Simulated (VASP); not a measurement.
# W (Fd-3m) in VASP: further runs, part 2 of 2

VASP 6.6.1. The steps go on from the part before.

### Step 4. Single point, r2SCAN

This run uses another cell than the first one, of 24.24 Å³/atom.

Contents of POSCAR:

```
W
1.0
    0.0000000000      2.8939233948      2.8939233948
    2.8939233948      0.0000000000      2.8939233948
    2.8939233948      2.8939233948      0.0000000000
W
2
Direct
    0.0000000000      0.0000000000      0.0000000000
    0.2500000000      0.2500000000      0.2500000000
```

Contents of INCAR.step1:

```
SYSTEM = W
  PREC = Accurate
  ENCUT = 550
  ISMEAR = 1
  SIGMA = 0.1
  LREAL = .FALSE.
  LASPH = .TRUE.
  NELM = 120
  NBANDS = 21
  GGA = PE
  ALGO = Normal
  EDIFF = 1E-5
  LWAVE = .TRUE.
  LCHARG = .FALSE.
  GGA_COMPAT = .FALSE.
```

Contents of INCAR.step2:

```
SYSTEM = W
  PREC = Accurate
  ENCUT = 550
  EDIFF = 1E-6
  ISMEAR = 1
  SIGMA = 0.1
  LREAL = .FALSE.
  LASPH = .TRUE.
  NELM = 120
  ALGO = Normal
  ISIF = 2
  LWAVE = .FALSE.
  LCHARG = .TRUE.
  METAGGA = R2SCAN
  LMIXTAU = .TRUE.
  LELF = .TRUE.
  LVHAR = .TRUE.
  NBANDS = 21
  ISTART = 1
  GGA_COMPAT = .FALSE.
```

Contents of KPOINTS:

```
regular mesh
0
G
  7 7 7
  0 0 0
```

Potentials or basis: VASP PAW PBE potentials, release 64 (W_sv).

Run with:

```bash
$ cat potpaw_PBE.64/W_sv/POTCAR > POTCAR
$ cp INCAR.step1 INCAR
$ mpirun -np 1 vasp_std > vasp.out
$ cp INCAR.step2 INCAR
$ mpirun -np 1 vasp_std > vasp.out
```

OUTCAR:

```text
SYSTEM = W
   PREC = Accurate
   ENCUT = 550
   EDIFF = 1E-6
   ISMEAR = 1
   LREAL = .FALSE.
   LASPH = .TRUE.
   NELM = 120
   ISIF = 2
   METAGGA = R2SCAN
   ISTART = 1

 ion  position               nearest neighbor table
   1  0.000  0.000  0.000-   2 2.51   2 2.51   2 2.51   2 2.51
   2  0.250  0.250  0.250-   1 2.51   1 2.51   1 2.51   1 2.51

  LATTYP: Found a face centered cubic cell.
 ALAT       =     5.7878467896

  Lattice vectors:

 A1 = (   0.0000000000,   2.8939233948,   2.8939233948)
 A2 = (   2.8939233948,   0.0000000000,   2.8939233948)
 A3 = (   2.8939233948,   2.8939233948,   0.0000000000)

Analysis of symmetry for initial positions (statically):
=====================================================================
 Subroutine PRICEL returns:
 Original cell was already a primitive cell.

 Routine SETGRP: Setting up the symmetry group for a
 face centered cubic supercell.

 Subroutine GETGRP returns: Found 48 space group operations
[... 156 lines left out ...]
  ext. energy  EPLUGINS =         0.00000000
  ---------------------------------------------------
  free energy    TOTEN  =       -97.04236492 eV

  energy without entropy =      -97.03616064  energy(sigma->0) =      -97.04029683

 E-fermi :   5.3406     XC(G=0): -11.6491

 val. band max:        5.3243977503   @ k =  -0.4286   0.2857   0.0000
 cond. band min:       5.3594137925   @ k =  -0.4286   0.4286   0.1429
 fundamental gap:      0.0350160422
 Fermi energy:         5.3406462534

 k-point     1 :       0.0000    0.0000    0.0000
  band No.  band energies     occupation
      1     -69.6479      2.00000
      2     -69.2664      2.00000
      3     -33.6493      2.00000
      4     -33.6493      2.00000
      5     -33.6493      2.00000
      6     -32.6196      2.00000
[... 469 lines left out ...]
     20      10.8051      0.00000
     21      11.4471      0.00000

------------------------ aborting loop because EDIFF is reached ----------------------------------------

  FORCE on cell =-STRESS in cart. coord.  units (eV):
  Direction    XX          YY          ZZ          XY          YZ          ZX
  --------------------------------------------------------------------------------------
  -------------------------------------------------------------------------------------
  Total        0.2510299      0.2510299      0.2510299      0.0000000      0.0000000      0.0000000
  in kB        8.2974568      8.2974568      8.2974568      0.0000000      0.0000000      0.0000000
  external PRESSURE =       8.2974568 kB  Pullay stress =       0.0000000 kB

 VOLUME and BASIS-vectors are now :
 -----------------------------------------------------------------------------
  energy-cutoff  :      550.00
  volume of cell :       48.47
      direct lattice vectors                 reciprocal lattice vectors
     0.000000000  2.893923395  2.893923395    -0.172775824  0.172775824  0.172775824
     2.893923395  0.000000000  2.893923395     0.172775824 -0.172775824  0.172775824
     2.893923395  2.893923395  0.000000000     0.172775824  0.172775824 -0.172775824

 POSITION                                       TOTAL-FORCE (eV/Angst)
 -----------------------------------------------------------------------------------
      0.00000      0.00000      0.00000         0.000000      0.000000      0.000000
      1.44696      1.44696      1.44696        -0.000000     -0.000000     -0.000000
 -----------------------------------------------------------------------------------
    total drift:                               -0.000000      0.000000      0.000000

  FREE ENERGIE OF THE ION-ELECTRON SYSTEM (eV)
  ---------------------------------------------------
  free  energy   TOTEN  =       -97.0423649222 eV

  energy  without entropy=      -97.0361606404  energy(sigma->0) =      -97.04029683
```

Wall time 92 s (1 thread of Intel Xeon 8259CL, shared host); peak memory 0.19 GiB.

What came out:

- Free energy: -97.0424 eV
- Pressure: 0.8 GPa
- Band gap on the k mesh: zero (bands 14 and 15 overlap by 0.88 eV)

Levels at points of the mesh, in eV from the Fermi level:
| k point | band 11 | band 12 | band 13 | band 14 | band 15 | band 16 | band 17 | band 18 |
| --- | --- | --- | --- | --- | --- | --- | --- | --- |
| (0.00, 0.00, 0.00) | -1.98 | -1.25 | -1.25 | -1.25 | 1.64 | 1.64 | 1.64 | 5.72 |

Caveat: the PAW data sets were made with another functional, which shifts forces and pressure a little; spin-orbit coupling is left out, which moves the levels of the heavy elements.

### Step 5. Single point, r2SCAN

This run uses another cell than the first one, of 24.60 Å³/atom.

Contents of POSCAR:

```
W
1.0
    0.0000000000      2.9083212606      2.9083212606
    2.9083212606      0.0000000000      2.9083212606
    2.9083212606      2.9083212606      0.0000000000
W
2
Direct
    0.0000000000      0.0000000000      0.0000000000
    0.2500000000      0.2500000000      0.2500000000
```

Contents of INCAR.step1:

```
ALGO = Normal
EDIFF = 1E-5
ENCUT = 550
GGA = PE
GGA_COMPAT = False
ISMEAR = 1
LASPH = True
LCHARG = False
LREAL = False
LWAVE = True
NBANDS = 21
NELM = 120
PREC = Accurate
SIGMA = 0.1
```

Contents of INCAR.step2:

```
ALGO = Normal
EDIFF = 1E-6
ENCUT = 550
GGA_COMPAT = False
ISIF = 2
ISMEAR = 1
ISTART = 1
LASPH = True
LCHARG = True
LELF = True
LMIXTAU = True
LREAL = False
LVHAR = True
LWAVE = False
METAGGA = R2SCAN
NBANDS = 21
NELM = 120
PREC = Accurate
SIGMA = 0.1
```

Contents of KPOINTS:

```
k-points
0
Gamma
  7 7 7
```

Potentials or basis: VASP PAW PBE potentials, release 64 (W_sv).

Run with:

```bash
$ cat potpaw_PBE.64/W_sv/POTCAR > POTCAR
$ cp INCAR.step1 INCAR
$ mpirun -np 1 vasp_std > vasp.out
$ cp INCAR.step2 INCAR
$ mpirun -np 1 vasp_std > vasp.out
```

OUTCAR:

```text
EDIFF = 1E-6
   ENCUT = 550
   ISIF = 2
   ISMEAR = 1
   ISTART = 1
   LASPH = True
   LREAL = False
   METAGGA = R2SCAN
   NELM = 120
   PREC = Accurate

 ion  position               nearest neighbor table
   1  0.000  0.000  0.000-   2 2.52   2 2.52   2 2.52   2 2.52
   2  0.250  0.250  0.250-   1 2.52   1 2.52   1 2.52   1 2.52

  LATTYP: Found a face centered cubic cell.
 ALAT       =     5.8166425212

  Lattice vectors:

 A1 = (   0.0000000000,   2.9083212606,   2.9083212606)
 A2 = (   2.9083212606,   0.0000000000,   2.9083212606)
 A3 = (   2.9083212606,   2.9083212606,   0.0000000000)

Analysis of symmetry for initial positions (statically):
=====================================================================
 Subroutine PRICEL returns:
 Original cell was already a primitive cell.

 Routine SETGRP: Setting up the symmetry group for a
 face centered cubic supercell.

 Subroutine GETGRP returns: Found 48 space group operations
 (whereof 24 operations were pure point group operations)
 out of a pool of 48 trial point group operations.

The static configuration has the point symmetry T_d .
 The point group associated with its full space group is O_h .

Analysis of symmetry for dynamics (positions and initial velocities):
=====================================================================
 Subroutine PRICEL returns:
 Original cell was already a primitive cell.

 Routine SETGRP: Setting up the symmetry group for a
 face centered cubic supercell.

 Subroutine GETGRP returns: Found 48 space group operations
 (whereof 24 operations were pure point group operations)
 out of a pool of 48 trial point group operations.

The dynamic configuration has the point symmetry T_d .
 The point group associated with its full space group is O_h .
[... 104 lines left out ...]
   PSTRESS=    0.0 pullay stress
   NELECT =      28.0000    total number of electrons
   NUPDOWN=      -1.0000    fix difference up-down
   EMIN   =  10.00;   EMAX   =-10.00  energy-range for DOS
   EFERMI =   0.00;   METHOD = LEGACY
   ISMEAR =     1;   SIGMA  =   0.10  broadening in eV -4-tet -1-fermi 0-gaus
   EFERMI_NEDOS =   21; number of points for ismear=-14 and -15
   IALGO  =     38    algorithm
   IMIX   =      4    mixing-type and parameters
     AMIX     =   0.40;   BMIX     =  1.00
     AMIX_MAG =   1.60;   BMIX_MAG =  1.00
  volume/ion in A,a.u.               =      24.60       166.01
  Fermi-wavevector in a.u.,A,eV,Ry     =   1.356673  2.563740 25.042355  1.840561
  Thomas-Fermi vector in A             =   2.483656
   LORBIT       =      0    0 simple, 1 ext, 2 COOP (PROOUT), +10 PAW based schemes
   METAGGA = R2SCAN    functional components
   LHFCALC =     F    Hartree Fock is set to
   AEXX    =    0.0000 exact exchange contribution
   IVDW    =     0    specifies the selected vdW correction
   LEPSILON=     F    determine dielectric tensor
   LRPA    =     F    only Hartree local field effects (RPA)
 non-spin polarized calculation
 Methfessel and Paxton  Order N= 1 SIGMA  =   0.10
  energy-cutoff  :      550.00
  volume of cell :       49.20
 maximum number of plane-waves:      1464
   NGX = 15   NGY = 15   NGZ = 15

 number of electron      27.9999999 magnetization

 Free energy of the ion-electron system (eV)
  ---------------------------------------------------
  ext. energy  EPLUGINS =         0.00000000
  ---------------------------------------------------
  free energy    TOTEN  =       -97.04237495 eV

  energy without entropy =      -97.03609911  energy(sigma->0) =      -97.04028301

 E-fermi :   5.1996     XC(G=0): -11.5665

 val. band max:        5.1992580400   @ k =   0.4286   0.2857   0.0000
 cond. band min:       5.2343823169   @ k =  -0.4286   0.4286   0.1429
 fundamental gap:      0.0351242769
 Fermi energy:         5.1995623678

 k-point     1 :       0.0000    0.0000    0.0000
  band No.  band energies     occupation
      1     -69.7997      2.00000
      2     -69.4392      2.00000
      3     -33.7805      2.00000
      4     -33.7805      2.00000
      5     -33.7805      2.00000
      6     -32.7911      2.00000
[... 469 lines left out ...]
     20      10.5888      0.00000
     21      11.2209      0.00000

------------------------ aborting loop because EDIFF is reached ----------------------------------------

  FORCE on cell =-STRESS in cart. coord.  units (eV):
  Direction    XX          YY          ZZ          XY          YZ          ZX
  --------------------------------------------------------------------------------------
  -------------------------------------------------------------------------------------
  Total       -0.2778758     -0.2778758     -0.2778758      0.0000000      0.0000000     -0.0000000
  in kB       -9.0490744     -9.0490744     -9.0490744      0.0000000      0.0000000     -0.0000000
  external PRESSURE =      -9.0490744 kB  Pullay stress =       0.0000000 kB

 VOLUME and BASIS-vectors are now :
 -----------------------------------------------------------------------------
  energy-cutoff  :      550.00
  volume of cell :       49.20
      direct lattice vectors                 reciprocal lattice vectors
     0.000000000  2.908321261  2.908321261    -0.171920484  0.171920484  0.171920484
     2.908321261  0.000000000  2.908321261     0.171920484 -0.171920484  0.171920484
     2.908321261  2.908321261  0.000000000     0.171920484  0.171920484 -0.171920484

 POSITION                                       TOTAL-FORCE (eV/Angst)
 -----------------------------------------------------------------------------------
      0.00000      0.00000      0.00000         0.000000      0.000000      0.000000
      1.45416      1.45416      1.45416        -0.000000     -0.000000     -0.000000
 -----------------------------------------------------------------------------------
    total drift:                               -0.000000      0.000000      0.000000

  FREE ENERGIE OF THE ION-ELECTRON SYSTEM (eV)
  ---------------------------------------------------
  free  energy   TOTEN  =       -97.0423749549 eV

  energy  without entropy=      -97.0360991127  energy(sigma->0) =      -97.04028301
```

OSZICAR.step1:

```text
N       E                     dE             d eps       ncg     rms          rms(c)
DAV:   1     0.290504504774E+03    0.29050E+03   -0.16477E+04   872   0.149E+03
DAV:   2    -0.111542721073E+02   -0.30166E+03   -0.29328E+03   961   0.450E+02
DAV:   3    -0.208020671747E+02   -0.96478E+01   -0.94330E+01   978   0.786E+01
DAV:   4    -0.209413622926E+02   -0.13930E+00   -0.13906E+00   960   0.100E+01
DAV:   5    -0.209434134544E+02   -0.20512E-02   -0.20511E-02   948   0.132E+00    0.199E+01
DAV:   6    -0.206658393437E+02    0.27757E+00   -0.47532E-01   995   0.584E+00    0.927E+00
DAV:   7    -0.205966562562E+02    0.69183E-01   -0.18265E-01  1019   0.394E+00    0.905E-01
DAV:   8    -0.205921537232E+02    0.45025E-02   -0.20934E-02   860   0.105E+00    0.957E-02
DAV:   9    -0.205922356157E+02   -0.81893E-04   -0.50767E-04   953   0.186E-01    0.900E-02
DAV:  10    -0.205922614191E+02   -0.25803E-04   -0.34642E-05   955   0.572E-02    0.315E-03
DAV:  11    -0.205922610693E+02    0.34975E-06   -0.97208E-07   520   0.851E-03
   1 F= -.20592261E+02 E0= -.20590740E+02  d E =-.456310E-02
```

Wall time 2.1 min (1 thread of Intel Xeon 8259CL, shared host); peak memory 0.19 GiB.

Results:

| Item | Value |
| --- | --- |
| Free energy | -97.0424 eV |
| Pressure | -0.9 GPa |
| Band gap on the k mesh | zero (bands 14 and 15 overlap by 0.89 eV) |

Levels at points of the mesh, in eV from the Fermi level:
| k point | band 12 | band 13 | band 14 | band 15 | band 16 | band 17 |
| --- | --- | --- | --- | --- | --- | --- |
| (0.00, 0.00, 0.00) | -1.23 | -1.23 | -1.23 | 1.62 | 1.62 | 1.62 |

Caveat: the PAW data sets were made with another functional, which shifts forces and pressure a little; spin-orbit coupling is left out, which moves the levels of the heavy elements.

### Step 6. Summary

| cell | gap on the mesh (eV) | pressure (GPa) |
| --- | --- | --- |
| a = 4.072 Å, angles 60.0°, 2 atoms | none | 2.7 |
| a = 4.093 Å, angles 60.0°, 2 atoms | none | 0.8 |
| a = 4.113 Å, angles 60.0°, 2 atoms | none | -0.9 |

Alike in all rows: task single point; level r2SCAN; potentials or basis VASP PAW PBE potentials, release 64 (W_sv); no spin polarisation; k mesh 7 × 7 × 7; cutoff (eV) 550; smearing methfessel-paxton 0.1 eV.

Caveats: the PAW data sets were made with another functional, which shifts forces and pressure a little; spin-orbit coupling is left out, which moves the levels of the heavy elements.

Total energies depend on the potentials used, so only differences within one code and one set of settings carry meaning.
